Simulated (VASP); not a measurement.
Input of a VASP 6.6.1 run:

File INCAR:

```
SYSTEM = Fe
ALGO = Normal ; EDIFF = 1E-6
ENCUT = 600 ; GGA = PE
GGA_COMPAT = .FALSE. ; ISIF = 2
ISMEAR = -1 ; ISPIN = 2
LASPH = .TRUE. ; LCHARG = .FALSE.
LMAXMIX = 4 ; LORBIT = 11
LREAL = .FALSE. ; LWAVE = .FALSE.
MAGMOM = 4.19 ; NBANDS = 14
NELM = 200 ; NUPDOWN = 4.2
PREC = Accurate ; SIGMA = 0.02
```

The input KPOINTS:

```
k-points
0
G
  7 7 7
  0 0 0
```

File POSCAR:

```
Fe
1.0
   -1.4430000000      1.4430000000      1.4430000000
    1.4430000000     -1.4430000000      1.4430000000
    1.4430000000      1.4430000000     -1.4430000000
Fe
1
Direct
    0.0000000000      0.0000000000      0.0000000000
```

Potentials or basis: VASP PAW PBE potentials, release 64 (Fe).

The run is started by

```sh
$ cat potpaw_PBE.64/Fe/POTCAR > POTCAR
$ mpirun -np 1 vasp_std > vasp.out
```

(1) Estimate the pressure.

## Answers

(1) 62.8 GPa.

Caveat: the k points lie up to 0.44 Å⁻¹ apart; the total moment is fixed, so each spin has its own Fermi level.
